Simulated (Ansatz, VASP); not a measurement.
**BN: VASP beside Ansatz**

INCAR

```
SYSTEM = BN
  ALGO = Normal
  EDIFF = 1E-7
  ENCUT = 520
  GGA = PE
  ISIF = 2
  ISMEAR = 0
  LASPH = .TRUE.
  LCHARG = .FALSE.
  LREAL = .FALSE.
  LWAVE = .FALSE.
  NBANDS = 11
  NELM = 100
  PREC = Accurate
  SIGMA = 0.05
```

File KPOINTS:

```
k-points
0
G
  12 12 12
  0 0 0
```

The input POSCAR:

```
BN
1.0
    0.0000000000      1.7586109700      1.7586109700
    1.7586109700      0.0000000000      1.7586109700
    1.7586109700      1.7586109700      0.0000000000
B N
1 1
Direct
    0.0000000000      0.0000000000      0.0000000000
    0.7500000000      0.7500000000      0.7500000000
```

Input for Ansatz:

```yaml
crystal:
  lattice:
    - [0.0, 1.75861097, 1.75861097]
    - [1.75861097, 0.0, 1.75861097]
    - [1.75861097, 1.75861097, 0.0]
  atoms:
    - { symbol: B, position: [0.0, 0.0, 0.0] }
    - { symbol: "N", position: [0.75, 0.75, 0.75] }
basis:
  ecutwfc: 420
kpoints:
  mp_grid: { grid: [12, 12, 12] }
hamiltonian:
  xc: pbe
scf:
  occupations: { method: gaussian, width: 0.05 }
output:
  forces: true
  stress: true
  eigenvalues: true
```

Change from the starting cell: strain -0.030 along x and y, -0.030 along z, atoms carried along.

Alike in both runs: task single point; functional PBE; k mesh 12 × 12 × 12; occupations gaussian, width 0.05 eV; no spin polarisation.

|  | VASP | Ansatz |
| --- | --- | --- |
| version | VASP 6.6.1 | Ansatz 0.2.0 |
| potentials or method | VASP PAW PBE potentials, release 64 (B, N), cutoff 520 eV | scalar-relativistic, plane waves, PAW |
| valence electrons in the cell | 8 | 8 |

|  | VASP | Ansatz | Ansatz less VASP |
| --- | --- | --- | --- |
| gap on the k mesh at the Fermi level (eV) | 4.54 | 4.55 | +0.012 |
| least direct gap on the mesh (eV) | 9.21 | 9.22 | +0.011 |
| pressure (GPa) | 40.1 | 39.6 | -0.54 |

Both programs put the cell under a high pressure, so it lies far from rest at this level. The functional is the same, so the differences come from potentials, cutoffs and numerics.
